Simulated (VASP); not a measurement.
Here is a VASP 6.6.1 calculation.

Contents of INCAR:

```
SYSTEM = Rh
PREC = Accurate ; ENCUT = 520
EDIFF = 1E-6 ; ISMEAR = -1
SIGMA = 0.1 ; LREAL = .False.
LASPH = .True. ; NELM = 80
ALGO = Normal ; ISIF = 2
LWAVE = .False. ; LCHARG = .True.
GGA = PS ; LELF = .True.
LVHAR = .True. ; NBANDS = 30
```

Contents of KPOINTS:

```
regular mesh
0
Gamma
  10 10 13
  0 0 0
```

POSCAR

```
Rh
1.0
    4.3378290667      0.0000000000      0.0000000000
   -2.1689145334      3.7566701690      0.0000000000
    0.0000000000      0.0000000000      2.6602008617
Rh
3
Direct
    0.0000000000      0.0000000000      0.0000000000
    0.3333333333      0.6666666667      0.5000000000
    0.6666666667      0.3333333333      0.5000000000
```

Potentials or basis: VASP PAW PBE potentials, release 64 (Rh_pv).

Launch:

```bash
$ cat potpaw_PBE.64/Rh_pv/POTCAR > POTCAR
$ mpirun -np 1 vasp_std > vasp.out
```

(1) What does it give for the pressure?

Results:

(1) -9.9 GPa.

Caveat: the PAW data sets were made with another functional, which shifts forces and pressure a little.
